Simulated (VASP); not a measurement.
A run of VASP 6.6.1 is set up as follows.

File POSCAR:

```
Ta2CN4
1.0
   -1.5994575223      2.0975256769      6.9324083056
    1.5994575223     -2.0975256769      6.9324083056
    1.5994575223      2.0975256769     -6.9324083056
Ta C N
2 1 4
Direct
    0.7995991569      0.2995991569      0.5000000000
    0.2004008431      0.7004008431      0.5000000000
    0.0000000000      0.0000000000      0.0000000000
    0.6993568131      0.6993568131      0.0000000000
    0.3006431869      0.3006431869      0.0000000000
    0.9115887349      0.9115887349      0.0000000000
    0.0884112651      0.0884112651      0.0000000000
```

Contents of INCAR.step1:

```
SYSTEM = Ta2CN4
PREC = Accurate
ENCUT = 520
ISMEAR = 0
SIGMA = 0.1
LREAL = .FALSE.
LASPH = .TRUE.
NELM = 100
NBANDS = 32
GGA = PE
ALGO = Normal
EDIFF = 1E-4
LWAVE = .TRUE.
LCHARG = .FALSE.
```

INCAR.step2

```
SYSTEM = Ta2CN4
PREC = Accurate
ENCUT = 520
EDIFF = 1E-6
ISMEAR = 0
SIGMA = 0.1
LREAL = .FALSE.
LASPH = .TRUE.
NELM = 100
ALGO = Normal
ISIF = 2
LWAVE = .FALSE.
LCHARG = .TRUE.
METAGGA = R2SCAN
LMIXTAU = .TRUE.
LELF = .TRUE.
LVHAR = .TRUE.
NBANDS = 32
ISTART = 1
```

Contents of KPOINTS:

```
regular mesh
0
G
  12 12 12
  0 0 0
```

Potentials or basis: VASP PAW PBE potentials, release 64 (Ta_pv, C, N).

Command:

```sh
$ cat potpaw_PBE.64/Ta_pv/POTCAR potpaw_PBE.64/C/POTCAR potpaw_PBE.64/N/POTCAR > POTCAR
$ cp INCAR.step1 INCAR
$ mpirun -np 1 vasp_std > vasp.out
$ cp INCAR.step2 INCAR
$ mpirun -np 1 vasp_std > vasp.out
```

Task: Predict the band gap on the k mesh.

Result: Zero (bands 23 and 24 overlap by 2.96 eV).

Task: Estimate the largest force.

Result: 0.325 eV/Å.

Task: What does it give for the pressure?

Result: -3.0 GPa.

Forces in eV/Å, atoms in the order of the input:
```
Ta   0.000  0.000 -0.079
Ta   0.000  0.000  0.079
C    0.000  0.000  0.000
N    0.000  0.000  0.232
N    0.000  0.000 -0.232
N    0.000  0.000  0.325
N    0.000  0.000 -0.325
```

Caveat: the PAW data sets were made with another functional, which shifts forces and pressure a little; spin-orbit coupling is left out, which moves the levels of the heavy elements.
